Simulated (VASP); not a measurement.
# Cu (Fm-3m) in VASP: further runs

The runs below take Cu through single point, relaxation of cell and atoms, with LDA.

All numbers are computed with VASP 6.6.1; they aren't measurements. Logs are shortened: lines on timing, memory, paths and dates and some standing lists are left out, and cuts for length are marked.

## (1) The cell of the first run

Symmetry: Fm-3m, No. 225, cubic system. The conventional cell has a = 3.650 Å, b = 3.650 Å, c = 3.650 Å, α = 90.00°, β = 90.00°, γ = 90.00°. Cu (site symmetry m-3m) has 12 Cu at 2.58 Å within 3.4 Å.

## (2) Single point, LDA

INCAR

```
SYSTEM = Cu
PREC = Accurate
ENCUT = 520
EDIFF = 1E-6
ISMEAR = 0
SIGMA = 0.1
LREAL = .False.
LASPH = .True.
NELM = 80
ALGO = Normal
ISIF = 2
LWAVE = .False.
LCHARG = .True.
LELF = .True.
LVHAR = .True.
NBANDS = 12
```

KPOINTS

```
Automatic mesh
0
Gamma
  8 8 8
  0 0 0
```

POSCAR

```
Cu
1.0
    0.0000000000      1.8250000000      1.8250000000
    1.8250000000      0.0000000000      1.8250000000
    1.8250000000      1.8250000000      0.0000000000
Cu
1
Direct
    0.0000000000      0.0000000000      0.0000000000
```

Potentials or basis: VASP PAW LDA potentials, release 64 (Cu).

Launch:

```bash
$ cat potpaw_LDA.64/Cu/POTCAR > POTCAR
$ mpirun -np 1 vasp_std > vasp.out
```

OUTCAR:

```text
SYSTEM = Cu
   PREC = Accurate
   ENCUT = 520
   EDIFF = 1E-6
   ISMEAR = 0
   LREAL = .False.
   LASPH = .True.
   NELM = 80
   ISIF = 2

 ion  position               nearest neighbor table
   1  0.000  0.000  0.000-

  LATTYP: Found a face centered cubic cell.
 ALAT       =     3.6500000000

  Lattice vectors:

 A1 = (   0.0000000000,   1.8250000000,   1.8250000000)
 A2 = (   1.8250000000,   0.0000000000,   1.8250000000)
 A3 = (   1.8250000000,   1.8250000000,   0.0000000000)

Analysis of symmetry for initial positions (statically):
=====================================================================
 Subroutine PRICEL returns:
 Original cell was already a primitive cell.

 Routine SETGRP: Setting up the symmetry group for a
 face centered cubic supercell.

 Subroutine GETGRP returns: Found 48 space group operations
 (whereof 48 operations were pure point group operations)
 out of a pool of 48 trial point group operations.

The static configuration has the point symmetry O_h .

Analysis of symmetry for dynamics (positions and initial velocities):
=====================================================================
 Subroutine PRICEL returns:
 Original cell was already a primitive cell.

 Routine SETGRP: Setting up the symmetry group for a
 face centered cubic supercell.

 Subroutine GETGRP returns: Found 48 space group operations
 (whereof 48 operations were pure point group operations)
 out of a pool of 48 trial point group operations.

The dynamic configuration has the point symmetry O_h .

 Subroutine INISYM returns: Found 48 space group operations
 (whereof 48 operations are pure point group operations),
 and found     1 'primitive' translations

----------------------------------------------------------------------------------------

                                     Primitive cell

  volume of cell :      12.1568

  direct lattice vectors                    reciprocal lattice vectors
     0.000000000  1.825000000  1.825000000    -0.273972603  0.273972603  0.273972603
     1.825000000  0.000000000  1.825000000     0.273972603 -0.273972603  0.273972603
     1.825000000  1.825000000  0.000000000     0.273972603  0.273972603 -0.273972603

  length of vectors
     2.580939751  2.580939751  2.580939751     0.474534468  0.474534468  0.474534468

  position of ions in fractional coordinates (direct lattice)
     0.000000000  0.000000000  0.000000000

  ion indices of the primitive-cell ions
   primitive index   ion index
                 1           1

----------------------------------------------------------------------------------------

 KPOINTS: Automatic mesh

Automatic generation of k-mesh.
 Grid dimensions read from file:
 generate k-points for:    8    8    8

 Generating k-lattice:

  Cartesian coordinates                     Fractional coordinates (reciprocal lattice)
    -0.034246575  0.034246575  0.034246575     0.125000000  0.000000000  0.000000000
     0.034246575 -0.034246575  0.034246575     0.000000000  0.125000000  0.000000000
     0.034246575  0.034246575 -0.034246575     0.000000000  0.000000000  0.125000000

  Length of vectors
     0.059316808  0.059316808  0.059316808

  Shift w.r.t. Gamma in fractional coordinates (k-lattice)
     0.000000000  0.000000000  0.000000000

 Subroutine IBZKPT returns following result:
 ===========================================

 Found     29 irreducible k-points:

 Following reciprocal coordinates:
            Coordinates               Weight
  0.000000  0.000000  0.000000      1.000000
  0.125000  0.000000  0.000000      8.000000
  0.250000  0.000000  0.000000      8.000000
  0.375000  0.000000  0.000000      8.000000
  0.500000  0.000000  0.000000      4.000000
  0.125000  0.125000  0.000000      6.000000
[... 16 lines left out ...]
  0.500000  0.250000  0.125000     48.000000
 -0.375000  0.250000  0.125000     24.000000
 [... further k-points ...]
   k-points           NKPTS =     29   k-points in BZ     NKDIM =     29   number of bands    NBANDS=     12
   number of dos      NEDOS =    301   number of ions     NIONS =      1
   total plane-waves  NPLWV =   8000
   dimension x,y,z NGX =    20 NGY =   20 NGZ =   20
   dimension x,y,z NGXF=    40 NGYF=   40 NGZF=   40
   ions per type =               1
   NGX,Y,Z   is equivalent  to a cutoff of  12.88, 12.88, 12.88 a.u.
   NGXF,Y,Z  is equivalent  to a cutoff of  25.77, 25.77, 25.77 a.u.
 SYSTEM =  Cu
   PREC   = accura    normal or accurate (medium, high low for compatibility)
   ISTART =      0    job   : 0-new  1-cont  2-samecut
   ICHARG =      2    charge: 1-file 2-atom 10-const
   ISPIN  =      1    spin polarized calculation?
   LNONCOLLINEAR =      F non collinear calculations
   LSORBIT =      F    spin-orbit coupling
   LASPH  =      T    aspherical Exc in radial PAW
   ENCUT  =  520.0 eV  38.22 Ry    6.18 a.u.   4.80  4.80  4.80*2*pi/ulx,y,z
   NELM   =     80;   NELMIN=  2; NELMDL= -5     # of ELM steps
   EDIFF  = 0.1E-05   stopping-criterion for ELM
   LREAL  =      F    real-space projection
   EDIFFG = 0.1E-04   stopping-criterion for IOM
   NSW    =      0    number of steps for IOM
   IBRION =     -1    ionic relax: 0-MD 1-quasi-New 2-CG
   NFREE  =      0    steps in history (QN), initial steepest desc. (CG)
   ISIF   =      2    stress and relaxation
   ISYM   =      2    0-nonsym 1-usesym 2-fastsym
   POTIM  = 0.5000    time-step for ionic-motion
   TEBEG  =    0.0;   TEEND  =   0.0 temperature during run
   PSTRESS=    0.0 pullay stress
   NELECT =      11.0000    total number of electrons
   NUPDOWN=      -1.0000    fix difference up-down
   EMIN   =  10.00;   EMAX   =-10.00  energy-range for DOS
   EFERMI =   0.00;   METHOD = LEGACY
   ISMEAR =     0;   SIGMA  =   0.10  broadening in eV -4-tet -1-fermi 0-gaus
   EFERMI_NEDOS =   21; number of points for ismear=-14 and -15
   IALGO  =     38    algorithm
   IMIX   =      4    mixing-type and parameters
     AMIX     =   0.40;   BMIX     =  1.00
     AMIX_MAG =   1.60;   BMIX_MAG =  1.00
  volume/ion in A,a.u.               =      12.16        82.04
  Fermi-wavevector in a.u.,A,eV,Ry     =   1.583432  2.992253 34.113318  2.507258
  Thomas-Fermi vector in A             =   2.683204
   LORBIT       =      0    0 simple, 1 ext, 2 COOP (PROOUT), +10 PAW based schemes
   GGA     = CA    functional components
   LHFCALC =     F    Hartree Fock is set to
   AEXX    =    0.0000 exact exchange contribution
   IVDW    =     0    specifies the selected vdW correction
   LEPSILON=     F    determine dielectric tensor
   LRPA    =     F    only Hartree local field effects (RPA)
 non-spin polarized calculation
 Gauss-broadening in eV      SIGMA  =   0.10
  energy-cutoff  :      520.00
  volume of cell :       12.16
 maximum number of plane-waves:       342
   NGX =  9   NGY =  9   NGZ =  9

 number of electron      10.9999992 magnetization

 Free energy of the ion-electron system (eV)
  ---------------------------------------------------
  ext. energy  EPLUGINS =         0.00000000
  ---------------------------------------------------
  free energy    TOTEN  =        -4.61645931 eV

  energy without entropy =       -4.61341206  energy(sigma->0) =       -4.61493568

 E-fermi :   6.8857     XC(G=0): -12.9334

 val. band max:        6.8111145496   @ k =   0.5000   0.2500   0.1250
 cond. band min:       7.1270658166   @ k =   0.5000   0.1250   0.0000
 fundamental gap:      0.3159512669
 Fermi energy:         6.8856548709

 k-point     1 :       0.0000    0.0000    0.0000
  band No.  band energies     occupation
      1      -2.1493      2.00000
      2       4.0064      2.00000
      3       4.0064      2.00000
      4       4.0064      2.00000
      5       4.8080      2.00000
      6       4.8080      2.00000
      7      29.4380      0.00000
      8      31.6697      0.00000
      9      31.6697      0.00000
     10      31.6697      0.00000
     11      34.1975      0.00000
     12      34.1975      0.00000

 k-point     2 :       0.1250    0.0000    0.0000
  band No.  band energies     occupation
      1      -1.5978      2.00000
      2       3.9027      2.00000
      3       4.0967      2.00000
      4       4.0967      2.00000
      5       4.7804      2.00000
      6       4.7804      2.00000
      7      25.4627      0.00000
      8      29.9605      0.00000
      9      30.4866      0.00000
     10      30.4866      0.00000
     11      36.1106      0.00000
     12      36.1115      0.00000

 k-point     3 :       0.2500    0.0000    0.0000
  band No.  band energies     occupation
      1      -0.0702      2.00000
      2       3.7728      2.00000
      3       4.1601      2.00000
      4       4.1601      2.00000
      5       4.8865      2.00000
      6       4.8865      2.00000
      7      19.1720      0.00000
      8      29.2648      0.00000
      9      29.2648      0.00000
     10      29.2917      0.00000
     11      34.9512      0.00000
     12      34.9512      0.00000
[... 286 lines left out ...]
 k-point    23 :       0.5000    0.2500    0.1250
  band No.  band energies     occupation
      1       2.4861      2.00000
      2       3.4661      2.00000
      3       3.7518      2.00000
      4       4.5432      2.00000
      5       5.1300      2.00000
      6       6.8111      1.70819
      7      14.7932      0.00000
      8      20.1628      0.00000
      9      23.0178      0.00000
     10      30.4217      0.00000
     11      33.9236      0.00000
     12      37.5117      0.00000

 k-point    24 :      -0.3750    0.2500    0.1250
  band No.  band energies     occupation
      1       2.7746      2.00000
      2       3.4650      2.00000
      3       3.9605      2.00000
      4       4.4451      2.00000
      5       5.2977      2.00000
      6       9.0779      0.00000
      7      11.0661      0.00000
      8      20.9528      0.00000
      9      21.1586      0.00000
     10      30.1395      0.00000
     11      33.8012      0.00000
     12      41.1809      0.00000

 [... further k-points ...]

------------------------ aborting loop because EDIFF is reached ----------------------------------------

  FORCE on cell =-STRESS in cart. coord.  units (eV):
  Direction    XX          YY          ZZ          XY          YZ          ZX
  --------------------------------------------------------------------------------------
  -------------------------------------------------------------------------------------
  Total       -1.0806473     -1.0806473     -1.0806473      0.0000000     -0.0000000      0.0000000
  in kB     -142.4216273   -142.4216273   -142.4216273      0.0000000     -0.0000000      0.0000000
  external PRESSURE =    -142.4216273 kB  Pullay stress =       0.0000000 kB

 VOLUME and BASIS-vectors are now :
 -----------------------------------------------------------------------------
  energy-cutoff  :      520.00
  volume of cell :       12.16
      direct lattice vectors                 reciprocal lattice vectors
     0.000000000  1.825000000  1.825000000    -0.273972603  0.273972603  0.273972603
     1.825000000  0.000000000  1.825000000     0.273972603 -0.273972603  0.273972603
     1.825000000  1.825000000  0.000000000     0.273972603  0.273972603 -0.273972603

 POSITION                                       TOTAL-FORCE (eV/Angst)
 -----------------------------------------------------------------------------------
      0.00000      0.00000      0.00000         0.000000     -0.000000     -0.000000
 -----------------------------------------------------------------------------------
    total drift:                               -0.000000     -0.000000     -0.000000

  FREE ENERGIE OF THE ION-ELECTRON SYSTEM (eV)
  ---------------------------------------------------
  free  energy   TOTEN  =        -4.6164593056 eV

  energy  without entropy=       -4.6134120576  energy(sigma->0) =       -4.61493568
```

Run time: 2.8 s. Hardware: 1 thread of AMD EPYC 9R45 (Zen 5), shared host; peak memory 0.09 GiB.

What came out:

```
Free energy : -4.6165 eV
Pressure    : -14.2 GPa
```

Levels at points of the mesh, in eV from the Fermi level:
| k point | band 2 | band 3 | band 4 | band 5 | band 6 | band 7 | band 8 | band 9 | band 10 | band 11 |
| --- | --- | --- | --- | --- | --- | --- | --- | --- | --- | --- |
| (0.00, 0.00, 0.00) | -2.88 | -2.88 | -2.88 | -2.08 | -2.08 | 22.55 | 24.78 | 24.78 | 24.78 | 27.31 |
| (0.50, 0.00, 0.00) | -2.90 | -2.90 | -1.53 | -1.53 | -0.80 | 3.68 | 21.08 | 21.56 | 21.56 | 24.77 |
| (0.50, 0.50, 0.00) | -4.21 | -1.55 | -1.40 | -1.40 | 1.61 | 7.00 | 12.88 | 12.88 | 17.45 | 19.89 |

Caveat: the k points lie up to 0.37 Å⁻¹ apart.

(Continued in part 2 of 2.)
